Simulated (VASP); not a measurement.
# LiSi4: single point with PBE

LiSi4:

```
Li Si
1.0
     1.72854   -5.66649    0.00000
     1.72854    5.66649    0.00000
     0.00000    0.00000    3.59586
Li Si
1 4
Direct
  0.50000 0.50000 0.00000
  0.09403 0.90597 0.50000
  0.90597 0.09403 0.50000
  0.19500 0.80500 0.00000
  0.80500 0.19500 0.00000
```

```yaml
Program: VASP 6.6.1
Task: single point
Functional: PBE
Potentials_or_basis: VASP PAW PBE potentials, release 64 (Li_sv, Si)
Cutoff: 520 eV
k_mesh: 6 × 6 × 6
Occupations: gaussian, width 0.1 eV
Spin: no spin polarisation
```

| Property | Result |
| --- | --- |
| Largest force | 0.829 eV/Å |

Forces in eV/Å, atoms in the order of the input:
```
Li   0.000  0.000  0.000
Si   0.000  0.671  0.000
Si   0.000 -0.671  0.000
Si   0.000  0.829  0.000
Si   0.000 -0.829  0.000
```

Levels at points of the mesh, in eV from the Fermi level:
| k point | band 6 | band 7 | band 8 | band 9 | band 10 | band 11 | band 12 | band 13 | band 14 | band 15 |
| --- | --- | --- | --- | --- | --- | --- | --- | --- | --- | --- |
| (0.00, 0.00, 0.00) | -3.07 | -1.72 | -1.70 | -1.13 | -0.54 | 0.07 | 1.16 | 2.55 | 3.39 | 3.79 |
| (0.50, 0.00, 0.00) | -4.19 | -3.51 | -3.00 | -2.26 | -0.18 | 0.87 | 1.89 | 2.58 | 3.27 | 3.61 |
| (0.50, 0.50, 0.00) | -3.92 | -3.42 | -3.16 | -0.35 | 0.10 | 0.89 | 1.19 | 1.20 | 3.85 | 4.22 |
| (0.00, 0.00, 0.50) | -6.43 | -5.36 | -2.09 | 0.72 | 1.92 | 1.96 | 2.37 | 3.28 | 4.01 | 4.02 |
| (0.50, 0.00, 0.50) | -5.88 | -4.84 | -4.67 | -4.62 | -1.44 | -0.08 | 0.77 | 1.03 | 4.10 | 5.39 |
| (0.50, 0.50, 0.50) | -3.51 | -3.15 | -2.19 | 0.11 | 0.19 | 0.59 | 2.04 | 3.38 | 3.58 | 3.86 |

Run time: 79 s on 1 thread of Intel(R) Xeon(R) Platinum 8559C (Emerald Rapids), on a shared host, peak memory 0.25 GiB.
